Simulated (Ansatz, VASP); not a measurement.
# Two plane-wave programs on ZnS

```xyz
16
Lattice="3.8473 0.0000 0.0000 -1.9236 3.3318 0.0000 0.0000 0.0000 25.1570" Properties=species:S:1:pos:R:3 pbc="T T T"
Zn    0.0000    2.2212   18.8684
Zn    0.0000    2.2212    3.1432
Zn    0.0000    0.0000    0.0009
Zn    1.9236    1.1106   22.0161
Zn    1.9236    1.1106    6.2899
Zn    0.0000    2.2212    9.4376
Zn    0.0000    0.0000   12.5794
Zn    1.9236    1.1106   15.7217
S     0.0000    0.0000   14.9362
S     1.9236    1.1106   24.3723
S     0.0000    2.2212    5.5000
S     1.9236    1.1106    8.6512
S     0.0000    2.2212   21.2297
S     0.0000    2.2212   11.7938
S     1.9236    1.1106   18.0785
S     0.0000    0.0000    2.3577
```

Alike in both runs: functional PBE; k mesh 12 × 12 × 2; occupations gaussian, width 0.02 eV; no spin polarisation.

Ansatz relaxed the structure, and its values are those at the end. VASP's run is a single point on that final structure, the one shown.

```csv
,VASP,Ansatz
version,VASP 6.6.1,Ansatz 0.2.0
potentials or method,"VASP PAW PBE potentials, release 64 (Zn, S), cutoff 520 eV","scalar-relativistic, plane waves, PAW"
valence electrons in the cell,144,144
```

|  | VASP | Ansatz | Ansatz less VASP |
| --- | --- | --- | --- |
| gap on the k mesh at the Fermi level (eV) | 2.04 | 2.03 | -0.004 |
| least direct gap on the mesh (eV) | 2.04 | 2.03 | -0.004 |
| pressure (GPa) | 0.4 | 0.0 | -0.37 |

With one functional, cell and mesh, what is left measures potentials, basis and numerics.
